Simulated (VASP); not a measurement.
Sn2TeS3:

```xyz
6
Lattice="3.9468 0.0000 0.0000 0.0000 3.9468 0.0000 0.0000 0.0000 12.4975" Properties=species:S:1:pos:R:3 pbc="T T T"
Sn    0.0000    0.0000    4.1672
Sn    0.0000    0.0000    8.3303
Te    0.0000    0.0000    0.0000
S     1.9734    1.9734    2.2336
S     1.9734    1.9734    6.2487
S     1.9734    1.9734   10.2639
```

```yaml
Program: VASP 6.6.1
Task: relaxation of cell and atoms
Functional: PBE
Potentials_or_basis: VASP PAW PBE potentials, release 64 (Sn_d, Te, S)
Cutoff: 600 eV
k_mesh: 4 × 4 × 2
Occupations: gaussian, width 0.1 eV
Spin: no spin polarisation
```

At the start: pressure -10.0 GPa; volume 32.45 Å³/atom.

Q: Where does the relaxation end?

A: Over 11 steps the energy falls by 484.7 meV/atom and the volume is 21.95 Å³/atom (-32.3 %); space group P4/mmm (No. 123, to 0.05 Å).

The path:
| step | energy change (eV) | largest force (eV/Å) | pressure (GPa) | volume (Å³) |
| --- | --- | --- | --- | --- |
| 1 | 0.0000 | 0.3045 | -10.00 | 194.67 |
| 2 | -2.7215 | 0.0218 | -4.28 | 142.95 |
| 3 | -2.8922 | 0.0754 | -0.19 | 132.17 |
| 4 | -2.8925 | 0.0825 | 0.32 | 131.08 |
| 5 | -2.9027 | 0.0899 | 0.32 | 131.17 |
| 6 | -2.9059 | 0.0789 | 0.26 | 131.25 |
| 7 | -2.9059 | 0.0805 | 0.26 | 131.25 |
| 8 | -2.9070 | 0.0572 | -0.17 | 132.10 |
| 9 | -2.9070 | 0.0599 | -0.13 | 132.02 |
| 10 | -2.9077 | 0.0464 | -0.09 | 131.90 |
| 11 | -2.9083 | 0.0222 | -0.04 | 131.70 |

Final structure:
```xyz
6
Lattice="3.5330 0.0000 0.0000 0.0000 3.5330 0.0000 0.0000 0.0000 10.5512" Properties=species:S:1:pos:R:3 pbc="T T T"
Sn    0.0000    0.0000    3.5207
Sn    3.5330    0.0000    7.0305
Te    0.0000    0.0000    0.0000
S     1.7665    1.7665    1.8764
S     1.7665    1.7665    5.2756
S     1.7665    1.7665    8.6749
```

Caveat: the k points lie up to 0.44 Å⁻¹ apart in the final cell; the volume moved by over 15 % at a fixed basis, so the end points are rough.
